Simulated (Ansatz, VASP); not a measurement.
# RbCl: VASP beside Ansatz

The input INCAR:

```
ALGO = Normal ; EDIFF = 1E-6
ENCUT = 500 ; GGA = PE
GGA_COMPAT = False ; ISIF = 2
ISMEAR = 0 ; LASPH = True
LCHARG = True ; LELF = True
LREAL = False ; LVHAR = True
LWAVE = False ; NBANDS = 15
NELM = 120 ; PREC = Accurate
SIGMA = 0.01
```

The input KPOINTS:

```
k-points
0
Gamma
  6 6 6
```

File POSCAR:

```
RbCl
1.0
    0.0000000000      3.3822878247      3.3822878247
    3.3822878247      0.0000000000      3.3822878247
    3.3822878247      3.3822878247      0.0000000000
Rb Cl
1 1
Direct
    0.0000000000      0.0000000000      0.0000000000
    0.5000000000      0.5000000000      0.5000000000
```

Input for Ansatz:

```yaml
crystal:
  lattice:
    - [0.0, 3.3822878247, 3.3822878247]
    - [3.3822878247, 0.0, 3.3822878247]
    - [3.3822878247, 3.3822878247, 0.0]
  atoms:
    - { symbol: Rb, position: [0.0, 0.0, 0.0] }
    - { symbol: Cl, position: [0.5, 0.5, 0.5] }
kpoints:
  mp_grid: { grid: [6, 6, 6] }
hamiltonian:
  xc: pbe
scf:
  occupations: { method: fixed }
  n_extra_bands: 4
output:
  forces: true
  stress: true
  eigenvalues: true
```

Alike in both runs: task single point; functional PBE; k mesh 6 × 6 × 6; no spin polarisation.

|  | VASP | Ansatz |
| --- | --- | --- |
| version | VASP 6.6.1 | Ansatz 0.2.0 |
| potentials or method | VASP PAW PBE potentials, release 64 (Rb_sv, Cl) | plane waves, PAW |
| plane-wave cutoff (eV) | 500 | 420 |
| occupations | gaussian, width 0.01 eV | fixed |
| valence electrons in the cell | 16 | 16 |

```csv
,VASP,Ansatz,Ansatz less VASP
gap on the k mesh at the Fermi level (eV),4.74,4.75,+0.002
pressure (GPa),-0.4,-0.4,+0.01
```
